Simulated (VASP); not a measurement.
# HgTe (F-43m) in VASP: notebook, part 3 of 3

VASP 6.6.1.

## 5. Relaxation of cell and atoms, PBEsol, target pressure 40 GPa, at which the enthalpy is minimised

This run uses another cell than the first one, of 24.80 Å³/atom.

INCAR reads:

```
SYSTEM = HgTe
PREC = Accurate
ENCUT = 600
EDIFF = 1E-6
ISMEAR = 0
SIGMA = 0.1
LREAL = .FALSE.
LASPH = .TRUE.
NELM = 100
ALGO = Normal
ISIF = 3
LWAVE = .FALSE.
LCHARG = .FALSE.
GGA = PS
IBRION = 2
NSW = 70
EDIFFG = -0.008
PSTRESS = 400.0
```

KPOINTS reads:

```
Automatic mesh
0
G
  12 12 12
  0 0 0
```

POSCAR reads:

```
HgTe
1.0
    0.0000000000      2.9161989856      2.9161989856
    2.9161989856      0.0000000000      2.9161989856
    2.9161989856      2.9161989856      0.0000000000
Hg Te
1 1
Direct
    0.0000000000      0.0000000000      0.0000000000
    0.2500000000      0.2500000000      0.2500000000
```

Potentials or basis: VASP PAW PBE potentials, release 64 (Hg, Te).

Command:

```
cat potpaw_PBE.64/Hg/POTCAR potpaw_PBE.64/Te/POTCAR > POTCAR
mpirun -np 1 vasp_std > vasp.out
```

OUTCAR:

```text
SYSTEM = HgTe
   PREC = Accurate
   ENCUT = 600
   EDIFF = 1E-6
   ISMEAR = 0
   LREAL = .FALSE.
   LASPH = .TRUE.
   NELM = 100
   ISIF = 3
   GGA = PS
   IBRION = 2
   NSW = 70
   EDIFFG = -0.008
   PSTRESS = 400.0

 ion  position               nearest neighbor table
   1  0.000  0.000  0.000-   2 2.53   2 2.53   2 2.53   2 2.53
   2  0.250  0.250  0.250-   1 2.53   1 2.53   1 2.53   1 2.53

  LATTYP: Found a face centered cubic cell.
 ALAT       =     5.8323979712

  Lattice vectors:

 A1 = (   0.0000000000,   2.9161989856,   2.9161989856)
 A2 = (   2.9161989856,   0.0000000000,   2.9161989856)
 A3 = (   2.9161989856,   2.9161989856,   0.0000000000)

Analysis of symmetry for initial positions (statically):
=====================================================================
 Subroutine PRICEL returns:
 Original cell was already a primitive cell.

 Routine SETGRP: Setting up the symmetry group for a
 face centered cubic supercell.

 Subroutine GETGRP returns: Found 24 space group operations
 (whereof 24 operations were pure point group operations)
 out of a pool of 48 trial point group operations.

The static configuration has the point symmetry T_d .

Analysis of symmetry for dynamics (positions and initial velocities):
=====================================================================
 Subroutine PRICEL returns:
 Original cell was already a primitive cell.

 Routine SETGRP: Setting up the symmetry group for a
 face centered cubic supercell.

 Subroutine GETGRP returns: Found 24 space group operations
 (whereof 24 operations were pure point group operations)
 out of a pool of 48 trial point group operations.

The dynamic configuration has the point symmetry T_d .

 Subroutine INISYM returns: Found 24 space group operations
 (whereof 24 operations are pure point group operations),
 and found     1 'primitive' translations

----------------------------------------------------------------------------------------

                                     Primitive cell

  volume of cell :      49.6000

  direct lattice vectors                    reciprocal lattice vectors
     0.000000000  2.916198986  2.916198986    -0.171456064  0.171456064  0.171456064
     2.916198986  0.000000000  2.916198986     0.171456064 -0.171456064  0.171456064
     2.916198986  2.916198986  0.000000000     0.171456064  0.171456064 -0.171456064

  length of vectors
     4.124128156  4.124128156  4.124128156     0.296970614  0.296970614  0.296970614

  position of ions in fractional coordinates (direct lattice)
     0.000000000  0.000000000  0.000000000
     0.250000000  0.250000000  0.250000000

  ion indices of the primitive-cell ions
   primitive index   ion index
                 1           1
                 2           2

----------------------------------------------------------------------------------------

 KPOINTS: Automatic mesh

Automatic generation of k-mesh.
 Grid dimensions read from file:
 generate k-points for:   12   12   12

 Generating k-lattice:

  Cartesian coordinates                     Fractional coordinates (reciprocal lattice)
    -0.014288005  0.014288005  0.014288005     0.083333333  0.000000000  0.000000000
     0.014288005 -0.014288005  0.014288005     0.000000000  0.083333333  0.000000000
     0.014288005  0.014288005 -0.014288005     0.000000000  0.000000000  0.083333333

  Length of vectors
     0.024747551  0.024747551  0.024747551
[... 43 lines left out ...]
   NGXF,Y,Z  is equivalent  to a cutoff of  29.02, 29.02, 29.02 a.u.
 SYSTEM =  HgTe
   PREC   = accura    normal or accurate (medium, high low for compatibility)
   ISTART =      0    job   : 0-new  1-cont  2-samecut
   ICHARG =      2    charge: 1-file 2-atom 10-const
   ISPIN  =      1    spin polarized calculation?
   LNONCOLLINEAR =      F non collinear calculations
   LSORBIT =      F    spin-orbit coupling
   LASPH  =      T    aspherical Exc in radial PAW
   ENCUT  =  600.0 eV  44.10 Ry    6.64 a.u.   8.24  8.24  8.24*2*pi/ulx,y,z
   NELM   =    100;   NELMIN=  2; NELMDL= -5     # of ELM steps
   EDIFF  = 0.1E-05   stopping-criterion for ELM
   LREAL  =      F    real-space projection
   EDIFFG = -.8E-02   stopping-criterion for IOM
   NSW    =     70    number of steps for IOM
   IBRION =      2    ionic relax: 0-MD 1-quasi-New 2-CG
   NFREE  =      1    steps in history (QN), initial steepest desc. (CG)
   ISIF   =      3    stress and relaxation
   ISYM   =      2    0-nonsym 1-usesym 2-fastsym
   POTIM  = 0.5000    time-step for ionic-motion
   TEBEG  =    0.0;   TEEND  =   0.0 temperature during run
   PSTRESS=  400.0 pullay stress
   NELECT =      18.0000    total number of electrons
   NUPDOWN=      -1.0000    fix difference up-down
   EMIN   =  10.00;   EMAX   =-10.00  energy-range for DOS
   EFERMI =   0.00;   METHOD = LEGACY
   ISMEAR =     0;   SIGMA  =   0.10  broadening in eV -4-tet -1-fermi 0-gaus
   EFERMI_NEDOS =   21; number of points for ismear=-14 and -15
   IALGO  =     38    algorithm
   IMIX   =      4    mixing-type and parameters
     AMIX     =   0.40;   BMIX     =  1.00
     AMIX_MAG =   1.60;   BMIX_MAG =  1.00
  volume/ion in A,a.u.               =      24.80       167.36
  Fermi-wavevector in a.u.,A,eV,Ry     =   1.167719  2.206670 18.552479  1.363569
  Thomas-Fermi vector in A             =   2.304216
   LORBIT       =      0    0 simple, 1 ext, 2 COOP (PROOUT), +10 PAW based schemes
   GGA     = PS    functional components
   LHFCALC =     F    Hartree Fock is set to
   AEXX    =    0.0000 exact exchange contribution
   IVDW    =     0    specifies the selected vdW correction
   LEPSILON=     F    determine dielectric tensor
   LRPA    =     F    only Hartree local field effects (RPA)
 conjugate gradient relaxation of ions
 non-spin polarized calculation
 Gauss-broadening in eV      SIGMA  =   0.10
  energy-cutoff  :      600.00
  volume of cell :       49.60
 maximum number of plane-waves:      1676
 NGX is ok and might be reduce to    36
   NGX = 17   NGY = 17   NGZ = 17

--------------------------------------- Ionic step        1  -------------------------------------------

 number of electron      18.0000000 magnetization

 Free energy of the ion-electron system (eV)
  ---------------------------------------------------
  ext. energy  EPLUGINS =         0.00000000
  ---------------------------------------------------
  free energy    TOTEN  =        -2.94072019 eV

  energy without entropy =       -2.94061267  energy(sigma->0) =       -2.94066643

------------------------ aborting loop because EDIFF is reached ----------------------------------------

  FORCE on cell =-STRESS in cart. coord.  units (eV):
  Direction    XX          YY          ZZ          XY          YZ          ZX
  --------------------------------------------------------------------------------------
  -------------------------------------------------------------------------------------
  Total       10.1859650     10.1859650     10.1859650      0.0000000      0.0000000      0.0000000
  in kB      329.0268208    329.0268208    329.0268208      0.0000000      0.0000000      0.0000000
  external PRESSURE =     -70.9731792 kB  Pullay stress =     400.0000000 kB
[... 101 lines left out ...]
--------------------------------------- Ionic step        4  -------------------------------------------

 number of electron      18.0000002 magnetization

 Free energy of the ion-electron system (eV)
  ---------------------------------------------------
  ext. energy  EPLUGINS =         0.00000000
  ---------------------------------------------------
  free energy    TOTEN  =        -2.54317893 eV

  energy without entropy =       -2.54309504  energy(sigma->0) =       -2.54313698

 E-fermi :   7.6012     XC(G=0): -10.5863

 val. band max:        7.5215481005   @ k =   0.0000   0.0000   0.0000
 cond. band min:       7.6205704021   @ k =   0.0000   0.0000   0.0000
 fundamental gap:      0.0990223016
 Fermi energy:         7.6011533179

 k-point     1 :       0.0000    0.0000    0.0000
  band No.  band energies     occupation
      1      -7.8321      2.00000
      2      -2.6314      2.00000
      3      -2.6314      2.00000
      4      -2.6314      2.00000
      5      -1.5822      2.00000
      6      -1.5822      2.00000
      7       7.5215      1.73974
      8       7.5215      1.73974
      9       7.5215      1.73974
     10       7.6206      0.78362
     11      10.7910      0.00000
     12      10.7910      0.00000
     13      10.7910      0.00000
[... 354 lines left out ...]
  band No.  band energies     occupation
      1      -6.6263      2.00000
      2      -2.3913      2.00000
      3      -2.2989      2.00000
      4      -1.7020      2.00000
      5      -1.5677      2.00000
      6      -1.2087      2.00000
      7      -0.2573      2.00000
      8       3.7909      2.00000
      9       5.1540      2.00000
     10       9.3870      0.00000
     11      11.3027      0.00000
     12      12.7405      0.00000
     13      14.8277      0.00000

 [... further k-points ...]
[... 5 lines left out ...]
  --------------------------------------------------------------------------------------
  -------------------------------------------------------------------------------------
  Total       11.9366569     11.9366569     11.9366569      0.0000000      0.0000000      0.0000000
  in kB      399.7053589    399.7053589    399.7053589      0.0000000      0.0000000      0.0000000
  external PRESSURE =      -0.2946411 kB  Pullay stress =     400.0000000 kB
[... 21 lines left out ...]
  energy  without entropy=       -2.5430950364  energy(sigma->0) =       -2.54313698

  enthalpy is  TOTEN    =         9.4022770018 eV   P V=       11.9454559318

 reached required accuracy - stopping structural energy minimisation
```

It took 4.1 min on 1 thread of Intel Xeon Platinum 8259CL at 2.50GHz (Skylake/Cascade Lake), shared host; peak memory 0.26 GiB.

Results:

```
Free energy                                                : -2.5432 eV
Relaxed volume                                             : 23.92 Å³/atom
Relaxed cell                                               : a = 4.075 Å, b = 4.075 Å, c = 4.075 Å, α = 60.00°, β = 60.00°, γ = 60.00°
Space group after relaxing (to 0.1 Å)                      : F-43m (No. 216)
Energy change on relaxing (the run minimises the enthalpy) : +198.8 meV/atom
Ionic steps                                                : 4
Pressure after relaxing                                    : 40.0 GPa
Band gap on the k mesh                                     : 0.10 eV
```

Step by step:
```
step  energy change (eV)  largest force (eV/Å)  pressure (GPa)  volume (Å³)
   1              0.0000                0.0000           32.90        49.60
   2              2.3773                0.0000           74.32        42.12
   3              0.3761                0.0000           39.56        47.93
   4              0.3975                0.0000           39.97        47.85
```

Final structure:
```xyz
2
Lattice="0.0000 2.8814 2.8814 2.8814 0.0000 2.8814 2.8814 2.8814 0.0000" Properties=species:S:1:pos:R:3 pbc="T T T"
Hg    5.7629    5.7629    5.7629
Te    1.4407    1.4407    1.4407
```

Caveat: the cell is relaxed towards a set pressure, so the run minimises the enthalpy, not the energy; the PAW data sets were made with another functional, which shifts forces and pressure a little; spin-orbit coupling is left out, which moves the levels of the heavy elements. A k mesh can miss the band edges.

## 6. Summary

| task | cell | cutoff (eV) | gap on the mesh (eV) | pressure (GPa) |
| --- | --- | --- | --- | --- |
| single point | a = 4.539 Å, angles 60.0°, 2 atoms | 520 | none | 2.1 |
| single point | a = 4.604 Å, angles 60.0°, 2 atoms | 520 | none | 0.1 |
| single point | a = 4.689 Å, angles 60.0°, 2 atoms | 520 | none | -1.9 |
| relaxation of cell and atoms | relaxed to 40 GPa from a = 4.124 Å, angles 60.0°, 2 atoms | 600 | 0.10 | 40.0 |

Alike in all rows: level PBEsol; potentials or basis VASP PAW PBE potentials, release 64 (Hg, Te); no spin polarisation; k mesh 12 × 12 × 12; smearing gaussian 0.1 eV.

Caveats: the PAW data sets were made with another functional, which shifts forces and pressure a little; spin-orbit coupling is left out, which moves the levels of the heavy elements; semilocal functionals underestimate gaps, so a narrow gap can read as zero (at least some runs); the cell is relaxed towards a set pressure, so the run minimises the enthalpy, not the energy (at least some runs).

Total energies depend on the potentials used, so only differences within one code and one set of settings carry meaning.
